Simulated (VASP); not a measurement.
# BaS (Fm-3m) in VASP: G0W0 quasiparticle levels with PBE

Aim: the G0W0 quasiparticle levels of BaS with PBE.

Everything below comes from runs of VASP 6.6.1. Logs are shortened: lines on timing, memory, paths and dates and some standing lists are left out, and cuts for length are marked.

**1. The cell of the first run**

Symmetry: Fm-3m, No. 225, cubic system. Conventional cell: a = 6.424 Å, b = 6.424 Å, c = 6.424 Å, α = 90.00°, β = 90.00°, γ = 90.00°. Within 4.2 Å of Ba (site symmetry m-3m) lie 6 S at 3.21 Å. Within 4.2 Å of S (site symmetry m-3m) lie 6 Ba at 3.21 Å.

**2. G0W0 quasiparticle levels, PBE**

POSCAR reads:

```
BaS
1.0
    0.0000000000      3.2117958731      3.2117958731
    3.2117958731      0.0000000000      3.2117958731
    3.2117958731      3.2117958731      0.0000000000
Ba S
1 1
Direct
    0.0000000000      0.0000000000      0.0000000000
    0.5000000000      0.5000000000      0.5000000000
```

INCAR.step1 reads:

```
SYSTEM = BaS
ALGO = Normal
EDIFF = 1E-8
ENCUT = 500
GGA = PE
ISMEAR = 0
LASPH = .True.
LCHARG = .False.
LREAL = .False.
LWAVE = .True.
NELM = 80
PREC = Accurate
SIGMA = 0.01
```

INCAR.step2 reads:

```
SYSTEM = BaS
ALGO = Exact
EDIFF = 1E-8
ENCUT = 500
GGA = PE
ISMEAR = 0
ISTART = 1
LASPH = .True.
LCHARG = .False.
LOPTICS = .True.
LREAL = .False.
LWAVE = .True.
NBANDS = 257
NELM = 1
PREC = Accurate
SIGMA = 0.01
```

INCAR.step3 reads:

```
SYSTEM = BaS
ALGO = EVGW0
EDIFF = 1E-8
ENCUT = 500
ENCUTGW = 140.0
GGA = PE
ISMEAR = 0
ISTART = 1
LASPH = .True.
LCHARG = .False.
LREAL = .False.
LWAVE = .False.
NBANDS = 257
NBANDSGW = 16
NELMGW = 1
NOMEGA = 96
OMEGAMAX = 20
PREC = Accurate
PRECFOCK = Fast
SIGMA = 0.01
```

KPOINTS reads:

```
k-points
0
Gamma
  4 4 4
  0 0 0
```

Potentials or basis: VASP PAW PBE potentials, release 64 (Ba_sv_GW, S_GW).

Started as:

```bash
cat potpaw_PBE.64/Ba_sv_GW/POTCAR potpaw_PBE.64/S_GW/POTCAR > POTCAR
cp INCAR.step1 INCAR
mpirun -np 1 vasp_std > vasp.out
cp INCAR.step2 INCAR
mpirun -np 1 vasp_std > vasp.out
cp INCAR.step3 INCAR
mpirun -np 1 vasp_std > vasp.out
```

OUTCAR:

```text
SYSTEM = BaS
   EDIFF = 1E-8
   ENCUT = 500
   ENCUTGW = 140.0
   GGA = PE
   ISMEAR = 0
   ISTART = 1
   LASPH = .True.
   LREAL = .False.
   NELMGW = 1
   PREC = Accurate
   PRECFOCK = Fast

 ion  position               nearest neighbor table
   1  0.000  0.000  0.000-
   2  0.500  0.500  0.500-

  LATTYP: Found a face centered cubic cell.
 ALAT       =     6.4235917462

  Lattice vectors:

 A1 = (   0.0000000000,   3.2117958731,   3.2117958731)
 A2 = (   3.2117958731,   0.0000000000,   3.2117958731)
 A3 = (   3.2117958731,   3.2117958731,   0.0000000000)

Analysis of symmetry for initial positions (statically):
=====================================================================
 Subroutine PRICEL returns:
 Original cell was already a primitive cell.

 Routine SETGRP: Setting up the symmetry group for a
 face centered cubic supercell.

 Subroutine GETGRP returns: Found 48 space group operations
 (whereof 48 operations were pure point group operations)
 out of a pool of 48 trial point group operations.

The static configuration has the point symmetry O_h .

Analysis of symmetry for dynamics (positions and initial velocities):
=====================================================================
 Subroutine PRICEL returns:
 Original cell was already a primitive cell.

 Routine SETGRP: Setting up the symmetry group for a
 face centered cubic supercell.

 Subroutine GETGRP returns: Found 48 space group operations
 (whereof 48 operations were pure point group operations)
 out of a pool of 48 trial point group operations.

The dynamic configuration has the point symmetry O_h .

 Subroutine INISYM returns: Found 48 space group operations
 (whereof 48 operations are pure point group operations),
 and found     1 'primitive' translations

----------------------------------------------------------------------------------------

                                     Primitive cell

  volume of cell :      66.2634

  direct lattice vectors                    reciprocal lattice vectors
     0.000000000  3.211795873  3.211795873    -0.155676145  0.155676145  0.155676145
     3.211795873  0.000000000  3.211795873     0.155676145 -0.155676145  0.155676145
     3.211795873  3.211795873  0.000000000     0.155676145  0.155676145 -0.155676145

  length of vectors
     4.542165283  4.542165283  4.542165283     0.269638993  0.269638993  0.269638993

  position of ions in fractional coordinates (direct lattice)
     0.000000000  0.000000000  0.000000000
     0.500000000  0.500000000  0.500000000

  ion indices of the primitive-cell ions
   primitive index   ion index
                 1           1
                 2           2

----------------------------------------------------------------------------------------

 KPOINTS: k-points

Automatic generation of k-mesh.
 Grid dimensions read from file:
 generate k-points for:    4    4    4

 Generating k-lattice:

  Cartesian coordinates                     Fractional coordinates (reciprocal lattice)
    -0.038919036  0.038919036  0.038919036     0.250000000  0.000000000  0.000000000
     0.038919036 -0.038919036  0.038919036     0.000000000  0.250000000  0.000000000
     0.038919036  0.038919036 -0.038919036     0.000000000  0.000000000  0.250000000

  Length of vectors
     0.067409748  0.067409748  0.067409748

  Shift w.r.t. Gamma in fractional coordinates (k-lattice)
     0.000000000  0.000000000  0.000000000

 Subroutine IBZKPT returns following result:
 ===========================================

 Found      8 irreducible k-points:

 Following reciprocal coordinates:
            Coordinates               Weight
  0.000000  0.000000  0.000000      1.000000
  0.250000  0.000000  0.000000      8.000000
  0.500000  0.000000  0.000000      4.000000
  0.250000  0.250000  0.000000      6.000000
  0.500000  0.250000  0.000000     24.000000
 -0.250000  0.250000  0.000000     12.000000
  0.500000  0.500000  0.000000      3.000000
 -0.250000  0.500000  0.250000      6.000000
   k-points           NKPTS =      8   k-points in BZ     NKDIM =     64   number of bands    NBANDS=    257
   number of dos      NEDOS =    301   number of ions     NIONS =      2
   total plane-waves  NPLWV =  46656
   dimension x,y,z NGX =    36 NGY =   36 NGZ =   36
   dimension x,y,z NGXF=    72 NGYF=   72 NGZF=   72
   ions per type =               1   1
   NGX,Y,Z   is equivalent  to a cutoff of  13.18, 13.18, 13.18 a.u.
   NGXF,Y,Z  is equivalent  to a cutoff of  26.35, 26.35, 26.35 a.u.
 SYSTEM =  BaS
   PREC   = accura    normal or accurate (medium, high low for compatibility)
   ISTART =      1    job   : 0-new  1-cont  2-samecut
   ICHARG =      0    charge: 1-file 2-atom 10-const
   ISPIN  =      1    spin polarized calculation?
   LNONCOLLINEAR =      F non collinear calculations
   LSORBIT =      F    spin-orbit coupling
   LASPH  =      T    aspherical Exc in radial PAW
   ENCUT  =  500.0 eV  36.75 Ry    6.06 a.u.   8.28  8.28  8.28*2*pi/ulx,y,z
   NELM   =     60;   NELMIN=  2; NELMDL=  0     # of ELM steps
   EDIFF  = 0.1E-07   stopping-criterion for ELM
   LREAL  =      F    real-space projection
   EDIFFG = 0.1E-06   stopping-criterion for IOM
   NSW    =      0    number of steps for IOM
   IBRION =     -1    ionic relax: 0-MD 1-quasi-New 2-CG
   NFREE  =      0    steps in history (QN), initial steepest desc. (CG)
   ISIF   =      0    stress and relaxation
   ISYM   =      3    0-nonsym 1-usesym 2-fastsym
   POTIM  = 0.5000    time-step for ionic-motion
   TEBEG  =    0.0;   TEEND  =   0.0 temperature during run
   PSTRESS=    0.0 pullay stress
   NELECT =      16.0000    total number of electrons
   NUPDOWN=      -1.0000    fix difference up-down
   EMIN   =  10.00;   EMAX   =-10.00  energy-range for DOS
   EFERMI =   0.00;   METHOD = LEGACY
   ISMEAR =     0;   SIGMA  =   0.01  broadening in eV -4-tet -1-fermi 0-gaus
   EFERMI_NEDOS =   21; number of points for ismear=-14 and -15
   IALGO  =     38    algorithm
   IMIX   =      4    mixing-type and parameters
     AMIX     =   0.40;   BMIX     =  1.00
     AMIX_MAG =   1.60;   BMIX_MAG =  1.00
  volume/ion in A,a.u.               =      33.13       223.58
  Fermi-wavevector in a.u.,A,eV,Ry     =   1.019429  1.926441 14.139651  1.039235
  Thomas-Fermi vector in A             =   2.152942
   LORBIT       =      0    0 simple, 1 ext, 2 COOP (PROOUT), +10 PAW based schemes
   GGA     = PE    functional components
   LHFCALC =     T    Hartree Fock is set to
   PRECFOCK=fast      Normal, Fast or Accurate (Low or Medium for compatibility)
   ENCUT4O =  -1.0   cutoff for four orbital integrals eV
   NKREDX  =     1    reduce k-point grid by
   NKREDY  =     1    reduce k-point grid by
   NKREDZ  =     1    reduce k-point grid by
   AEXX    =    1.0000 exact exchange contribution
   HFSCREEN=    0.0000 screening length (either q_TF or 0.3 A-1)
   HFSCREENC=   0.0000 screening length for correlation (either q_TF or 0.3 A-1)
   ENCUTFOCK=  -1.0 apply spherical cutoff to Coloumb kernel
   IVDW    =     0    specifies the selected vdW correction
   LEPSILON=     F    determine dielectric tensor
   LRPA    =     F    only Hartree local field effects (RPA)
   LRPAFORCE           =     F    calculate RPA forces
   ENCUTGW             = 140.0    cutoff for response function in eV
   ENCUTGWSOFT         = 112.0    soft cutoff for Coulomb kernel in GW response function in eV
   ENCUTLF             =  -1.0    cutoff for local field effects
   NELMGW              =     1    number of iterations in solving QP/BSE equation
   NELMHF              =     1    number of iterations in the inner HF iteration
   NKREDLFX            =     1    NKREDLFY  =   1   NKREDLFZ  =   1
 non-spin polarized calculation
 Gauss-broadening in eV      SIGMA  =   0.01
  energy-cutoff  :      500.00
  volume of cell :       66.26
 maximum number of plane-waves:      1700
 NGX is ok and might be reduce to    36
  NGX = 18; NGY = 18; NGZ = 18
   NGX = 17   NGY = 17   NGZ = 17
 maximum number of plane-waves:       259
 NGX is ok and might be reduce to    18

 QP shifts <psi_nk| G(iteration)W_0 |psi_nk>: iteration 1
 for sc-GW calculations column KS-energies equals QP-energies in previous step
 and V_xc(KS)=  KS-energies - (<T + V_ion + V_H > + <T+V_H+V_ion>^1  + <V_x>^1)

 k-point   1 :       0.0000    0.0000    0.0000
  band No.  KS-energies  QP-energies   sigma(KS)   V_xc(KS)     V^pw_x(r,r')   Z            occupation Imag(sigma)

      1     -23.0963     -23.8064     -16.3515     -15.1533     -24.3933       0.5927       2.0000       0.9529
      2      -8.1582      -9.7189     -15.9632     -13.9336     -19.0189       0.7690       2.0000       0.1712
      3      -8.1582      -9.7189     -15.9632     -13.9336     -19.0189       0.7690       2.0000       0.1712
      4      -8.1582      -9.7189     -15.9632     -13.9336     -19.0189       0.7690       2.0000       0.1712
      5      -7.3574      -8.2062     -14.5626     -13.3349     -21.0095       0.6914       2.0000       1.0299
      6       2.9107       1.9501     -13.8828     -12.5997     -15.6317       0.7486       2.0000       0.0488
[... 8 lines left out ...]
     15      10.3562      11.7510      -6.9070      -8.7147      -1.7908       0.7715       0.0000      -0.1791
     16      12.8222      17.1652      -8.8139     -14.8084      -2.1958       0.7245       0.0000      -0.1287

 k-point   2 :       0.2500    0.0000    0.0000
  band No.  KS-energies  QP-energies   sigma(KS)   V_xc(KS)     V^pw_x(r,r')   Z            occupation Imag(sigma)

      1     -23.0758     -23.7808     -16.3567     -15.1758     -24.4022       0.5970       2.0000       0.9464
      2      -8.8476     -10.1011     -15.1301     -13.2998     -19.4847       0.6849       2.0000       0.3799
      3      -8.1766      -9.7379     -15.9412     -13.9097     -18.9872       0.7685       2.0000       0.1652
      4      -8.1766      -9.7379     -15.9412     -13.9097     -18.9872       0.7685       2.0000       0.1652
      5      -6.6244      -7.5955     -15.3573     -14.0173     -20.5456       0.7248       2.0000       0.7222
      6       1.8326       0.8009     -12.6341     -11.2330     -14.5103       0.7364       2.0000       0.0587
[... 8 lines left out ...]
     15      11.6351      14.1910      -8.0928     -11.4631      -2.3674       0.7584       0.0000      -0.1780
     16      12.3676      15.9095      -8.8337     -13.6035      -2.6324       0.7426       0.0000      -0.1430

 k-point   3 :       0.5000    0.0000    0.0000
  band No.  KS-energies  QP-energies   sigma(KS)   V_xc(KS)     V^pw_x(r,r')   Z            occupation Imag(sigma)

      1     -23.0552     -23.7523     -16.3613     -15.1985     -24.4112       0.5995       2.0000       0.9405
      2      -9.2397     -10.3845     -14.8394     -13.0699     -19.5017       0.6470       2.0000       0.3817
      3      -8.1947      -9.7545     -15.9223     -13.8865     -18.9563       0.7662       2.0000       0.1584
      4      -8.1947      -9.7545     -15.9223     -13.8865     -18.9563       0.7662       2.0000       0.1584
      5      -6.1836      -7.1202     -15.6152     -14.3104     -20.5364       0.7178       2.0000       0.6397
      6       1.0873      -0.0035     -12.1223     -10.6217     -14.2727       0.7269       2.0000       0.0800
[... 74 lines left out ...]
      1     -23.0430     -23.7525     -16.3790     -15.2118     -24.4174       0.6078       2.0000       0.9534
      2      -8.6150     -10.2101     -15.5006     -13.4000     -18.7580       0.7593       2.0000       0.2477
      3      -8.3388      -9.9206     -15.7912     -13.7339     -18.9229       0.7689       2.0000       0.1996
      4      -8.3388      -9.9206     -15.7912     -13.7339     -18.9229       0.7689       2.0000       0.1996
      5      -7.2668      -8.0839     -14.6532     -13.4738     -21.1077       0.6928       2.0000       1.0228
      6       2.4410       1.3898     -13.5381     -12.1273     -15.4432       0.7451       2.0000       0.0525
[... 8 lines left out ...]
     15      10.7691      11.9618      -8.1759      -9.7621      -3.1108       0.7520       0.0000      -0.1878
     16      11.9618      15.4177      -8.4321     -13.0576      -2.2504       0.7472       0.0000      -0.1411

 k-point   8 :      -0.2500    0.5000    0.2500
  band No.  KS-energies  QP-energies   sigma(KS)   V_xc(KS)     V^pw_x(r,r')   Z            occupation Imag(sigma)

      1     -23.0426     -23.7492     -16.3753     -15.2124     -24.4174       0.6077       2.0000       0.9491
      2      -8.6603      -9.9753     -15.3242     -13.4544     -19.4334       0.7033       2.0000       0.3508
      3      -8.4795     -10.0653     -15.6381     -13.5590     -18.8310       0.7627       2.0000       0.2242
      4      -8.4795     -10.0653     -15.6381     -13.5590     -18.8310       0.7627       2.0000       0.2242
      5      -6.7602      -7.7074     -15.2564     -13.9532     -20.6570       0.7267       2.0000       0.7721
      6       1.8762       0.8442     -13.1018     -11.6949     -15.1082       0.7336       2.0000       0.0618
[... 8 lines left out ...]
     15      11.8495      14.7403      -8.3981     -12.2468      -2.4655       0.7511       0.0000      -0.1665
     16      12.1504      13.7927     -10.0218     -12.2532      -4.6338       0.7360       0.0000      -0.1744
```

It took 4.2 min on 1 thread of Intel Xeon 6975P-C (Granite Rapids), shared host; peak memory 0.87 GiB.

Results:

```yaml
Quasiparticle_gap: 3.48 eV
Least_direct_quasiparticle_gap: 3.62 eV
Band_gap_of_the_starting_levels_on_the_mesh: 2.23 eV
Least_direct_gap_of_the_starting_levels_on_the_mesh: 2.34 eV
```

Caveat: the k points lie up to 0.42 Å⁻¹ apart; bands, screening cutoff and mesh are small and nothing is extrapolated, so the quasiparticle values aren't converged; spin-orbit coupling is left out, which moves the levels of the heavy elements.
